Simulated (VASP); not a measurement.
# BaF2 (Fm-3m) in VASP: G0W0 quasiparticle levels with PBE

Aim: the G0W0 quasiparticle levels of BaF2 with PBE.

All numbers are computed with VASP 6.6.1; they aren't measurements. Logs are shortened: lines on timing, memory, paths and dates and some standing lists are left out, and cuts for length are marked.

**1. The cell of the first run**

It takes space group Fm-3m (No. 225, cubic). Conventional cell: a = 6.194 Å, b = 6.194 Å, c = 6.194 Å, α = 90.00°, β = 90.00°, γ = 90.00°. Within 3.5 Å of Ba (site symmetry m-3m) lie 8 F at 2.68 Å. Within 3.5 Å of F (site symmetry -43m) lie 4 Ba at 2.68 Å and 6 F at 3.10 Å.

**2. G0W0 quasiparticle levels, PBE**

POSCAR reads:

```
BaF2
1.0
    0.0000000000      3.0971612409      3.0971612409
    3.0971612409      0.0000000000      3.0971612409
    3.0971612409      3.0971612409      0.0000000000
Ba F
1 2
Direct
    0.0000000000      0.0000000000      0.0000000000
    0.2500000000      0.2500000000      0.2500000000
    0.7500000000      0.7500000000      0.7500000000
```

INCAR.step1 reads:

```
PREC = Accurate
ENCUT = 500
EDIFF = 1E-8
ISMEAR = 0
SIGMA = 0.01
LREAL = F
LASPH = T
NELM = 100
ALGO = Normal
LWAVE = T
LCHARG = F
GGA = PE
```

INCAR.step2 reads:

```
PREC = Accurate
ENCUT = 500
EDIFF = 1E-8
ISMEAR = 0
SIGMA = 0.01
LREAL = F
LASPH = T
NELM = 1
ALGO = Exact
LWAVE = T
LCHARG = F
GGA = PE
NBANDS = 235
LOPTICS = T
ISTART = 1
```

INCAR.step3 reads:

```
PREC = Accurate
ENCUT = 500
EDIFF = 1E-8
ISMEAR = 0
SIGMA = 0.01
LREAL = F
LASPH = T
ALGO = EVGW0
LWAVE = F
LCHARG = F
GGA = PE
NELMGW = 1
NBANDS = 235
ENCUTGW = 140.0
NOMEGA = 96
PRECFOCK = Fast
ISTART = 1
NBANDSGW = 20
OMEGAMAX = 20
```

KPOINTS reads:

```
regular mesh
0
Gamma
  4 4 4
```

Potentials or basis: VASP PAW PBE potentials, release 64 (Ba_sv_GW, F_GW).

Launch:

```console
> cat potpaw_PBE.64/Ba_sv_GW/POTCAR potpaw_PBE.64/F_GW/POTCAR > POTCAR
> cp INCAR.step1 INCAR
> mpirun -np 1 vasp_std > vasp.out
> cp INCAR.step2 INCAR
> mpirun -np 1 vasp_std > vasp.out
> cp INCAR.step3 INCAR
> mpirun -np 1 vasp_std > vasp.out
```

OUTCAR:

```text
PREC = Accurate
   ENCUT = 500
   EDIFF = 1E-8
   ISMEAR = 0
   LREAL = F
   LASPH = T
   GGA = PE
   NELMGW = 1
   ENCUTGW = 140.0
   PRECFOCK = Fast
   ISTART = 1

 ion  position               nearest neighbor table
   1  0.000  0.000  0.000-
   2  0.250  0.250  0.250-
   3  0.750  0.750  0.750-

  LATTYP: Found a face centered cubic cell.
 ALAT       =     6.1943224818

  Lattice vectors:

 A1 = (   0.0000000000,   3.0971612409,   3.0971612409)
 A2 = (   3.0971612409,   0.0000000000,   3.0971612409)
 A3 = (   3.0971612409,   3.0971612409,   0.0000000000)

Analysis of symmetry for initial positions (statically):
=====================================================================
 Subroutine PRICEL returns:
 Original cell was already a primitive cell.

 Routine SETGRP: Setting up the symmetry group for a
 face centered cubic supercell.

 Subroutine GETGRP returns: Found 48 space group operations
 (whereof 48 operations were pure point group operations)
 out of a pool of 48 trial point group operations.

The static configuration has the point symmetry O_h .

Analysis of symmetry for dynamics (positions and initial velocities):
=====================================================================
 Subroutine PRICEL returns:
 Original cell was already a primitive cell.

 Routine SETGRP: Setting up the symmetry group for a
 face centered cubic supercell.

 Subroutine GETGRP returns: Found 48 space group operations
 (whereof 48 operations were pure point group operations)
 out of a pool of 48 trial point group operations.

The dynamic configuration has the point symmetry O_h .

 Subroutine INISYM returns: Found 48 space group operations
 (whereof 48 operations are pure point group operations),
 and found     1 'primitive' translations

----------------------------------------------------------------------------------------

                                     Primitive cell

  volume of cell :      59.4185

  direct lattice vectors                    reciprocal lattice vectors
     0.000000000  3.097161241  3.097161241    -0.161438156  0.161438156  0.161438156
     3.097161241  0.000000000  3.097161241     0.161438156 -0.161438156  0.161438156
     3.097161241  3.097161241  0.000000000     0.161438156  0.161438156 -0.161438156

  length of vectors
     4.380047432  4.380047432  4.380047432     0.279619089  0.279619089  0.279619089

  position of ions in fractional coordinates (direct lattice)
     0.000000000  0.000000000  0.000000000
     0.250000000  0.250000000  0.250000000
     0.750000000  0.750000000  0.750000000

  ion indices of the primitive-cell ions
   primitive index   ion index
                 1           1
                 2           2
                 3           3

----------------------------------------------------------------------------------------

 KPOINTS: regular mesh

Automatic generation of k-mesh.
 Grid dimensions read from file:
 generate k-points for:    4    4    4

 Generating k-lattice:

  Cartesian coordinates                     Fractional coordinates (reciprocal lattice)
    -0.040359539  0.040359539  0.040359539     0.250000000  0.000000000  0.000000000
     0.040359539 -0.040359539  0.040359539     0.000000000  0.250000000  0.000000000
     0.040359539  0.040359539 -0.040359539     0.000000000  0.000000000  0.250000000

  Length of vectors
     0.069904772  0.069904772  0.069904772

  Shift w.r.t. Gamma in fractional coordinates (k-lattice)
     0.000000000  0.000000000  0.000000000

 Subroutine IBZKPT returns following result:
 ===========================================

 Found      8 irreducible k-points:

 Following reciprocal coordinates:
            Coordinates               Weight
  0.000000  0.000000  0.000000      1.000000
  0.250000  0.000000  0.000000      8.000000
  0.500000  0.000000  0.000000      4.000000
  0.250000  0.250000  0.000000      6.000000
  0.500000  0.250000  0.000000     24.000000
 -0.250000  0.250000  0.000000     12.000000
  0.500000  0.500000  0.000000      3.000000
 -0.250000  0.500000  0.250000      6.000000
   k-points           NKPTS =      8   k-points in BZ     NKDIM =     64   number of bands    NBANDS=    235
   number of dos      NEDOS =    301   number of ions     NIONS =      3
   total plane-waves  NPLWV =  32768
   dimension x,y,z NGX =    32 NGY =   32 NGZ =   32
   dimension x,y,z NGXF=    64 NGYF=   64 NGZF=   64
   ions per type =               1   2
   NGX,Y,Z   is equivalent  to a cutoff of  12.15, 12.15, 12.15 a.u.
   NGXF,Y,Z  is equivalent  to a cutoff of  24.29, 24.29, 24.29 a.u.
 SYSTEM =  unknown system
   PREC   = accura    normal or accurate (medium, high low for compatibility)
   ISTART =      1    job   : 0-new  1-cont  2-samecut
   ICHARG =      0    charge: 1-file 2-atom 10-const
   ISPIN  =      1    spin polarized calculation?
   LNONCOLLINEAR =      F non collinear calculations
   LSORBIT =      F    spin-orbit coupling
   LASPH  =      T    aspherical Exc in radial PAW
   ENCUT  =  500.0 eV  36.75 Ry    6.06 a.u.   7.99  7.99  7.99*2*pi/ulx,y,z
   NELM   =     60;   NELMIN=  2; NELMDL=  0     # of ELM steps
   EDIFF  = 0.1E-07   stopping-criterion for ELM
   LREAL  =      F    real-space projection
   EDIFFG = 0.1E-06   stopping-criterion for IOM
   NSW    =      0    number of steps for IOM
   IBRION =     -1    ionic relax: 0-MD 1-quasi-New 2-CG
   NFREE  =      0    steps in history (QN), initial steepest desc. (CG)
   ISIF   =      0    stress and relaxation
   ISYM   =      3    0-nonsym 1-usesym 2-fastsym
   POTIM  = 0.5000    time-step for ionic-motion
   TEBEG  =    0.0;   TEEND  =   0.0 temperature during run
   PSTRESS=    0.0 pullay stress
   NELECT =      24.0000    total number of electrons
   NUPDOWN=      -1.0000    fix difference up-down
   EMIN   =  10.00;   EMAX   =-10.00  energy-range for DOS
   EFERMI =   0.00;   METHOD = LEGACY
   ISMEAR =     0;   SIGMA  =   0.01  broadening in eV -4-tet -1-fermi 0-gaus
   EFERMI_NEDOS =   21; number of points for ismear=-14 and -15
   IALGO  =     38    algorithm
   IMIX   =      4    mixing-type and parameters
     AMIX     =   0.40;   BMIX     =  1.00
     AMIX_MAG =   1.60;   BMIX_MAG =  1.00
  volume/ion in A,a.u.               =      19.81       133.66
  Fermi-wavevector in a.u.,A,eV,Ry     =   1.210147  2.286846 19.925127  1.464456
  Thomas-Fermi vector in A             =   2.345703
   LORBIT       =      0    0 simple, 1 ext, 2 COOP (PROOUT), +10 PAW based schemes
   GGA     = PE    functional components
   LHFCALC =     T    Hartree Fock is set to
   PRECFOCK=fast      Normal, Fast or Accurate (Low or Medium for compatibility)
   ENCUT4O =  -1.0   cutoff for four orbital integrals eV
   NKREDX  =     1    reduce k-point grid by
   NKREDY  =     1    reduce k-point grid by
   NKREDZ  =     1    reduce k-point grid by
   AEXX    =    1.0000 exact exchange contribution
   HFSCREEN=    0.0000 screening length (either q_TF or 0.3 A-1)
   HFSCREENC=   0.0000 screening length for correlation (either q_TF or 0.3 A-1)
   ENCUTFOCK=  -1.0 apply spherical cutoff to Coloumb kernel
   IVDW    =     0    specifies the selected vdW correction
   LEPSILON=     F    determine dielectric tensor
   LRPA    =     F    only Hartree local field effects (RPA)
   LRPAFORCE           =     F    calculate RPA forces
   ENCUTGW             = 140.0    cutoff for response function in eV
   ENCUTGWSOFT         = 112.0    soft cutoff for Coulomb kernel in GW response function in eV
   ENCUTLF             =  -1.0    cutoff for local field effects
   NELMGW              =     1    number of iterations in solving QP/BSE equation
   NELMHF              =     1    number of iterations in the inner HF iteration
   NKREDLFX            =     1    NKREDLFY  =   1   NKREDLFZ  =   1
 non-spin polarized calculation
 Gauss-broadening in eV      SIGMA  =   0.01
  energy-cutoff  :      500.00
  volume of cell :       59.42
 maximum number of plane-waves:      1540
  NGX = 18; NGY = 18; NGZ = 18
   NGX = 15   NGY = 15   NGZ = 15
 maximum number of plane-waves:       229
 NGX is ok and might be reduce to    18

 QP shifts <psi_nk| G(iteration)W_0 |psi_nk>: iteration 1
 for sc-GW calculations column KS-energies equals QP-energies in previous step
 and V_xc(KS)=  KS-energies - (<T + V_ion + V_H > + <T+V_H+V_ion>^1  + <V_x>^1)

 k-point   1 :       0.0000    0.0000    0.0000
  band No.  KS-energies  QP-energies   sigma(KS)   V_xc(KS)     V^pw_x(r,r')   Z            occupation Imag(sigma)

      1     -23.0132     -24.4471     -17.7626     -15.4714     -25.2571       0.6258       2.0000       0.9991
      2     -18.9692     -22.3241     -27.9888     -23.2283     -37.2832       0.7047       2.0000       0.5172
      3     -18.9018     -22.0629     -27.1199     -22.6107     -36.1260       0.7010       2.0000       0.5436
      4      -7.8444     -10.2859     -17.0550     -14.0798     -19.3058       0.8206       2.0000       0.0414
      5      -7.8444     -10.2859     -17.0550     -14.0798     -19.3058       0.8206       2.0000       0.0414
      6      -7.8444     -10.2859     -17.0550     -14.0798     -19.3058       0.8206       2.0000       0.0414
[... 12 lines left out ...]
     19      12.5622      17.0552      -7.7705     -13.1578      -2.7620       0.8340       0.0000      -0.0721
     20      12.5622      17.0552      -7.7705     -13.1578      -2.7620       0.8340       0.0000      -0.0721

 k-point   2 :       0.2500    0.0000    0.0000
  band No.  KS-energies  QP-energies   sigma(KS)   V_xc(KS)     V^pw_x(r,r')   Z            occupation Imag(sigma)

      1     -22.9063     -24.3213     -17.6392     -15.3965     -25.0082       0.6309       2.0000       0.9938
      2     -19.0589     -22.3333     -27.5072     -22.8415     -36.7197       0.7018       2.0000       0.5339
      3     -18.9995     -22.2626     -27.5794     -22.9166     -36.7739       0.6998       2.0000       0.5316
      4      -7.9381     -10.3836     -17.1041     -14.1081     -19.4584       0.8162       2.0000       0.0506
      5      -7.9280     -10.3709     -17.0498     -14.0600     -19.3765       0.8171       2.0000       0.0498
      6      -7.9280     -10.3709     -17.0498     -14.0600     -19.3765       0.8171       2.0000       0.0498
[... 12 lines left out ...]
     19      12.0971      15.6559      -7.3749     -11.5858      -2.7247       0.8451       0.0000      -0.0611
     20      12.8664      18.0175      -7.7300     -13.9342      -2.3856       0.8303       0.0000      -0.0772
[... 102 lines left out ...]
      3     -19.0941     -22.3977     -27.7909     -23.0405     -37.1038       0.6954       2.0000       0.5272
      4      -8.2454     -10.7107     -16.9748     -13.9325     -19.5557       0.8104       2.0000       0.0869
      5      -8.2454     -10.7107     -16.9748     -13.9325     -19.5557       0.8104       2.0000       0.0869
      6      -7.6841     -10.1353     -17.3168     -14.3615     -19.5047       0.8294       2.0000       0.0292
[... 12 lines left out ...]
     19      12.3696      16.7707      -7.7267     -12.9832      -2.7549       0.8373       0.0000      -0.0670
     20      12.3696      16.7707      -7.7267     -12.9832      -2.7549       0.8373       0.0000      -0.0670

 k-point   8 :      -0.2500    0.5000    0.2500
  band No.  KS-energies  QP-energies   sigma(KS)   V_xc(KS)     V^pw_x(r,r')   Z            occupation Imag(sigma)

      1     -22.7114     -24.1295     -17.3431     -15.2169     -24.4644       0.6670       2.0000       0.9739
      2     -19.1928     -22.4565     -27.5688     -22.8417     -36.8842       0.6904       2.0000       0.5341
      3     -19.1928     -22.4565     -27.5688     -22.8417     -36.8842       0.6904       2.0000       0.5341
      4      -8.2622     -10.7311     -16.9533     -13.9062     -19.5495       0.8103       2.0000       0.0889
      5      -7.9639     -10.4075     -17.1632     -14.1622     -19.5568       0.8143       2.0000       0.0545
      6      -7.9639     -10.4075     -17.1632     -14.1622     -19.5568       0.8143       2.0000       0.0545
[... 12 lines left out ...]
     19      12.4576      17.1066      -7.8274     -13.3815      -2.7373       0.8370       0.0000      -0.0673
     20      12.9257      17.9343      -7.8619     -13.9055      -2.5578       0.8287       0.0000      -0.0787
```

It took 4.8 min on 1 thread of Intel Xeon 6975P-C (Granite Rapids), shared host; peak memory 0.72 GiB.

What came out:

* Quasiparticle gap: 9.49 eV
* Least direct quasiparticle gap: 9.61 eV
* Band gap of the starting levels on the mesh: 6.84 eV
* Least direct gap of the starting levels on the mesh: 6.94 eV

Caveat: the k points lie up to 0.44 Å⁻¹ apart; bands, screening cutoff and mesh are small and nothing is extrapolated, so the quasiparticle values aren't converged; spin-orbit coupling is left out, which moves the levels of the heavy elements.
